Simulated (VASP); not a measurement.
Pt:

```
CELL_PARAMETERS angstrom
2.55000 0.00000 0.00000
0.00000 2.55000 0.00000
0.00000 0.00000 2.55000
ATOMIC_POSITIONS crystal
Pt 0.00000 0.00000 0.00000
```

This isn't the form of Pt at room conditions, which is fcc.

```yaml
Program: VASP 6.6.1
Task: relaxation of cell and atoms
Functional: PBEsol
Potentials_or_basis: VASP PAW PBE potentials, release 64 (Pt)
Cutoff: 600 eV
k_mesh: 17 × 17 × 17
Occupations: fermi-dirac, width 0.1 eV
Spin: no spin polarisation
```

At the start: pressure 10.4 GPa; volume 16.58 Å³/atom.

**Question.** How do energy, volume and symmetry change on relaxing?

**Answer.** Over 4 steps the energy falls by 22.6 meV/atom and the volume is 17.31 Å³/atom (+4.4 %); space group Pm-3m (No. 221, to 0.1 Å) before and after.

The path:
| step | energy change (eV) | largest force (eV/Å) | pressure (GPa) | volume (Å³) |
| --- | --- | --- | --- | --- |
| 1 | 0.0000 | 0.0000 | 10.45 | 16.58 |
| 2 | 0.1022 | 0.0000 | -17.70 | 19.31 |
| 3 | -0.0225 | 0.0000 | -0.40 | 17.34 |
| 4 | -0.0226 | 0.0000 | -0.04 | 17.31 |

Final structure:
```xyz
1
Lattice="2.5868 0.0000 0.0000 0.0000 2.5868 0.0000 0.0000 0.0000 2.5868" Properties=species:S:1:pos:R:3 pbc="T T T"
Pt    0.0000    0.0000    0.0000
```

Caveat: the PAW data sets were made with another functional, which shifts forces and pressure a little.
